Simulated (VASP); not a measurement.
# Si16As (a cell with a defect) in VASP: notebook, part 2 of 2

VASP 6.6.1. The steps go on from the part before.

## Step 3: Relaxation of the atoms, LDA, collinear spin

The input, INCAR:

```
SYSTEM = Si16As
  PREC = Accurate
  ENCUT = 520
  EDIFF = 1E-6
  ISMEAR = -1
  SIGMA = 0.02
  LREAL = Auto
  LASPH = .TRUE.
  NELM = 150
  ALGO = Normal
  ISIF = 2
  LWAVE = .FALSE.
  LCHARG = .FALSE.
  ISPIN = 2
  MAGMOM = 0 0 0 0 0 0 0 0 0 0 0 0 0 0 0 0 1
  LORBIT = 11
  GGA = CA
  IBRION = 2
  NSW = 80
  EDIFFG = -0.03
  KPAR = 2
```

The input, KPOINTS:

```
Automatic mesh
0
G
  2 2 2
  0 0 0
```

The input, POSCAR:

```
Si16As
1.0
    0.0000000000      5.4300000000      5.4300000000
    5.4300000000      0.0000000000      5.4300000000
    5.4300000000      5.4300000000      0.0000000000
Si As
16 1
Direct
    0.0000000000      0.0000000000      0.0000000000
    0.1250000000      0.1250000000      0.1250000000
    0.0000000000      0.0000000000      0.5000000000
    0.1250000000      0.1250000000      0.6250000000
    0.0000000000      0.5000000000      0.0000000000
    0.1250000000      0.6250000000      0.1250000000
    0.0000000000      0.5000000000      0.5000000000
    0.1250000000      0.6250000000      0.6250000000
    0.5000000000      0.0000000000      0.0000000000
    0.6250000000      0.1250000000      0.1250000000
    0.5000000000      0.0000000000      0.5000000000
    0.6250000000      0.1250000000      0.6250000000
    0.5000000000      0.5000000000      0.0000000000
    0.6250000000      0.6250000000      0.1250000000
    0.5000000000      0.5000000000      0.5000000000
    0.6250000000      0.6250000000      0.6250000000
    0.3784091000      0.3865255000      0.8678451000
```

Potentials or basis: VASP PAW LDA potentials, release 64 (Si, As).

Command:

```
> cat potpaw_LDA.64/Si/POTCAR potpaw_LDA.64/As/POTCAR > POTCAR
> mpirun -np 4 vasp_std > vasp.out
```

OUTCAR:

```text
SYSTEM = Si16As
   PREC = Accurate
   ENCUT = 520
   EDIFF = 1E-6
   ISMEAR = -1
   LREAL = Auto
   LASPH = .TRUE.
   NELM = 150
   ISIF = 2
   ISPIN = 2
   LORBIT = 11
   GGA = CA
   IBRION = 2
   NSW = 80
   EDIFFG = -0.03

 ion  position               nearest neighbor table
   1  0.000  0.000  0.000-   2 2.35   4 2.35   6 2.35  10 2.35
   2  0.125  0.125  0.125-   1 2.35   3 2.35   5 2.35   9 2.35  17 2.80
   3  0.000  0.000  0.500-   2 2.35   4 2.35   8 2.35  12 2.35
   4  0.125  0.125  0.625-   1 2.35   3 2.35   7 2.35  11 2.35
   5  0.000  0.500  0.000-   2 2.35   6 2.35   8 2.35  14 2.35  17 2.37
   6  0.125  0.625  0.125-   1 2.35   5 2.35   7 2.35  13 2.35  17 2.69
   7  0.000  0.500  0.500-   4 2.35   6 2.35   8 2.35  16 2.35
   8  0.125  0.625  0.625-   3 2.35   5 2.35   7 2.35  15 2.35  17 2.70
   9  0.500  0.000  0.000-   2 2.35  10 2.35  12 2.35  14 2.35  17 2.42
  10  0.625  0.125  0.125-   1 2.35   9 2.35  11 2.35  13 2.35  17 2.74
  11  0.500  0.000  0.500-   4 2.35  10 2.35  12 2.35  16 2.35
  12  0.625  0.125  0.625-   3 2.35   9 2.35  11 2.35  15 2.35  17 2.74
  13  0.500  0.500  0.000-  17 2.30  10 2.35  14 2.35  16 2.35   6 2.35
  14  0.625  0.625  0.125-   5 2.35   9 2.35  13 2.35  15 2.35
  15  0.500  0.500  0.500-  17 2.31  12 2.35  14 2.35  16 2.35   8 2.35
  16  0.625  0.625  0.625-   7 2.35  11 2.35  13 2.35  15 2.35  17 2.63
  17  0.378  0.387  0.868-  13 2.30  15 2.31   5 2.37   9 2.42  16 2.63   6 2.69   8 2.70  10 2.74
                            12 2.74   2 2.80

  LATTYP: Found a face centered cubic cell.
 ALAT       =    10.8600000000

  Lattice vectors:

 A1 = (   0.0000000000,   5.4300000000,   5.4300000000)
 A2 = (   5.4300000000,   0.0000000000,   5.4300000000)
 A3 = (   5.4300000000,   5.4300000000,   0.0000000000)
[... 580 lines left out ...]
  free energy    TOTEN  =       -96.36937090 eV

  energy without entropy =      -96.36817177  energy(sigma->0) =      -96.36877133

 E-fermi :   6.8965     XC(G=0):  -9.8954

 val. band max:        6.8060642447   @ k =   0.0000   0.0000   0.0000
 cond. band min:       6.9888457536   @ k =   0.0000   0.0000   0.0000
 fundamental gap:      0.1827815089
 Fermi energy:         6.8965021621

 spin component 1

 k-point     1 :       0.0000    0.0000    0.0000
  band No.  band energies     occupation
      1      -7.6277      1.00000
      2      -4.6671      1.00000
      3      -3.7880      1.00000
      4      -3.7856      1.00000
      5      -3.7828      1.00000
      6      -3.2722      1.00000
[... 365 lines left out ...]
     43       9.6921      0.00000
     44       9.7740      0.00000
 Fermi energy:         6.8965021621

 spin component 2

 k-point     1 :       0.0000    0.0000    0.0000
  band No.  band energies     occupation
      1      -7.6277      1.00000
      2      -4.6671      1.00000
      3      -3.7880      1.00000
      4      -3.7856      1.00000
      5      -3.7828      1.00000
      6      -3.2722      1.00000
[... 409 lines left out ...]
  FREE ENERGIE OF THE ION-ELECTRON SYSTEM (eV)
  ---------------------------------------------------
  free  energy   TOTEN  =       -96.3693708990 eV

  energy  without entropy=      -96.3681717709  energy(sigma->0) =      -96.36877133

 reached required accuracy - stopping structural energy minimisation

 total charge

# of ion       s       p       d       tot
------------------------------------------
    1        0.759   0.955   0.000   1.714
    2        0.769   0.920   0.000   1.689
    3        0.759   0.955   0.000   1.714
    4        0.746   0.970   0.000   1.716
    5        0.759   0.936   0.000   1.694
    6        0.770   0.916   0.000   1.687
[... 9 lines left out ...]
   16        0.771   0.915   0.000   1.685
   17        1.334   1.435   0.119   2.889
--------------------------------------------------
tot         13.588  16.429   0.119  30.137

 magnetization (x)

# of ion       s       p       d       tot
------------------------------------------
    1        0.000   0.000   0.000   0.000
    2       -0.000  -0.000   0.000  -0.000
    3        0.000   0.000   0.000   0.000
    4        0.000  -0.000   0.000  -0.000
    5        0.000  -0.000   0.000  -0.000
    6       -0.000   0.000   0.000  -0.000
[... 9 lines left out ...]
   16        0.000   0.000   0.000   0.000
   17       -0.000   0.000   0.000   0.000
--------------------------------------------------
tot         -0.000   0.000   0.000   0.000
```

Wall time 5.8 min (4 MPI ranks of Intel Xeon Platinum 8488C (Sapphire Rapids), shared host); peak memory 0.34 GiB.

Results:

| Property | Result |
| --- | --- |
| Free energy | -96.3694 eV |
| Energy gained by relaxing | 22.0 meV/atom |
| Ionic steps | 8 |
| Pressure after relaxing | 3.2 GPa |
| Largest force after relaxing | 0.021 eV/Å |
| Net moment | 0.00 μB per cell |
| Valence electrons inside the program's atomic spheres | Si 1.71, 1.69, 1.72, 1.70, 1.78 (each value once); As 2.89 |

Forces in eV/Å, atoms in the order of the input:
```
Si   0.000  0.005 -0.013
Si   0.003 -0.004 -0.001
Si  -0.005  0.000 -0.013
Si   0.000  0.000  0.001
Si   0.012 -0.011  0.006
Si   0.003  0.010  0.003
Si   0.013 -0.014  0.004
Si  -0.010 -0.002  0.003
Si  -0.015  0.015 -0.004
Si   0.012  0.002  0.007
Si  -0.013  0.013  0.000
Si  -0.002 -0.012  0.006
Si  -0.003 -0.010  0.009
Si  -0.002  0.002 -0.006
Si   0.010  0.003  0.009
Si  -0.001  0.001  0.006
As  -0.003  0.003 -0.016
```

The path:
| step | energy change (eV) | largest force (eV/Å) | pressure (GPa) |
| --- | --- | --- | --- |
| 1 | 0.0000 | 1.8255 | 4.33 |
| 2 | -0.3622 | 0.3177 | 3.24 |
| 3 | -0.3631 | 0.3330 | 3.20 |
| 4 | -0.3724 | 0.1318 | 3.16 |
| 5 | -0.3725 | 0.1272 | 3.16 |
| 6 | -0.3739 | 0.0693 | 3.17 |
| 7 | -0.3741 | 0.0400 | 3.17 |
| 8 | -0.3745 | 0.0215 | 3.17 |

Final structure:
```
Si As
1.0
     0.00000    5.43000    5.43000
     5.43000    0.00000    5.43000
     5.43000    5.43000    0.00000
Si As
16 1
Direct
  0.00122 0.00147 0.99643
  0.12114 0.12164 0.12862
  0.00121 0.00145 0.50089
  0.12490 0.12474 0.62518
  0.98869 0.50379 0.00377
  0.12139 0.62893 0.12894
  0.00163 0.49581 0.50129
  0.12138 0.62892 0.62077
  0.50318 0.99044 0.00319
  0.62880 0.12178 0.12879
  0.49605 0.00173 0.50112
  0.62879 0.12177 0.62066
  0.50458 0.50462 0.00464
  0.62586 0.62773 0.12327
  0.50455 0.50458 0.48627
  0.62912 0.62912 0.62090
  0.37595 0.37800 0.87309
```

Caveat: the k points lie up to 0.50 Å⁻¹ apart.
